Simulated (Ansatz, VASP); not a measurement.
## HfO2: VASP beside Ansatz

```
Hf O
1.0
     3.78452    0.00000    0.00000
     0.00000    3.78452    0.00000
     0.00000    0.00000    5.52717
Hf O
2 4
Direct
  0.50000 0.50000 0.50000
  0.00000 0.00000 0.00000
  0.00000 0.50000 0.69325
  0.50000 0.00000 0.80675
  0.50000 0.00000 0.30675
  0.00000 0.50000 0.19325
```

Change from the starting cell: strain +0.050 along x and y, +0.050 along z, atoms carried along.

Alike in both runs: task single point; functional PBE; k mesh 6 × 6 × 4; occupations gaussian, width 0.05 eV; no spin polarisation.

|  | VASP | Ansatz |
| --- | --- | --- |
| version | VASP 6.6.1 | Ansatz 0.2.0 |
| potentials or method | VASP PAW PBE potentials, release 64 (Hf_pv, O), cutoff 520 eV | scalar-relativistic, plane waves, PAW |
| valence electrons in the cell | 44 | 76 |

Ansatz gave:

```
gap on the k mesh at the Fermi level (eV)                     : 4.08
least direct gap on the mesh (eV)                             : 4.13
pressure (GPa)                                                : -25.4
traceless stress, the component that is largest in VASP (GPa) : 2.64
rms of the force components (eV/Å)                            : 0.317
```

Problem. Estimate VASP's values.

Solution. gap on the k mesh at the Fermi level (eV): 4.04; least direct gap on the mesh (eV): 4.09; pressure (GPa): -27.6; traceless stress, the component that is largest in VASP (GPa): 2.79; rms of the force components (eV/Å): 0.343.

Atom by atom the forces differ by 0.025 eV/Å (rms over components). VASP's potentials hold 44 valence electrons a cell and Ansatz's 76, so a difference there can come from the potentials and not from the codes.

Spin-orbit coupling is off throughout.
